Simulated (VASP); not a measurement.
A run of VASP 6.6.1 is set up as follows.

INCAR

```
SYSTEM = Ga3HN3
  PREC = Accurate
  ENCUT = 520
  EDIFF = 1E-6
  ISMEAR = 0
  SIGMA = 0.05
  LREAL = .False.
  LASPH = .True.
  NELM = 200
  ALGO = Normal
  ISIF = 2
  LWAVE = .False.
  LCHARG = .False.
  ISPIN = 2
  MAGMOM = 0 0 0 0 0 0 1
  LORBIT = 11
  LDIPOL = .True.
  IDIPOL = 3
  DIPOL = 0.5 0.5 0.351
  GGA = PE
  NBANDS = 40
  GGA_COMPAT = .False.
  NELMDL = -8
```

The input KPOINTS:

```
Automatic mesh
0
Gamma
  8 8 1
  0 0 0
```

POSCAR

```
Ga3HN3
1.0
    3.2165072845      0.0000000000      0.0000000000
    0.0000000000      3.2165072845      0.0000000000
    0.0000000000      0.0000000000     21.2198073008
N Ga H
3 3 1
Direct
    0.0000000000      0.5000000000      0.1885031256
    0.5000000000      0.0000000000      0.2956866679
    0.0000000000      0.5000000000      0.4029970648
    0.5000000000      0.5000000000      0.2420948967
    0.0000000000      0.0000000000      0.3470972837
    0.5000000000      0.5000000000      0.4580535140
    0.5000000000      0.7500000000      0.5216237897
```

Potentials or basis: VASP PAW PBE potentials, release 64 (N, Ga_d, H).

The run is started by

```console
$ cat potpaw_PBE.64/N/POTCAR potpaw_PBE.64/Ga_d/POTCAR potpaw_PBE.64/H/POTCAR > POTCAR
$ mpirun -np 1 vasp_std > vasp.out
```

(1) Estimate the largest force.

(2) Predict the net moment.

(3) Estimate the site moments.

Answers

(1) 2.402 eV/Å.

(2) -0.09 μB per cell.

(3) N -0.05, -0.02, +0.00; Ga -0.01, -0.00, +0.00; H +0.00 μB.
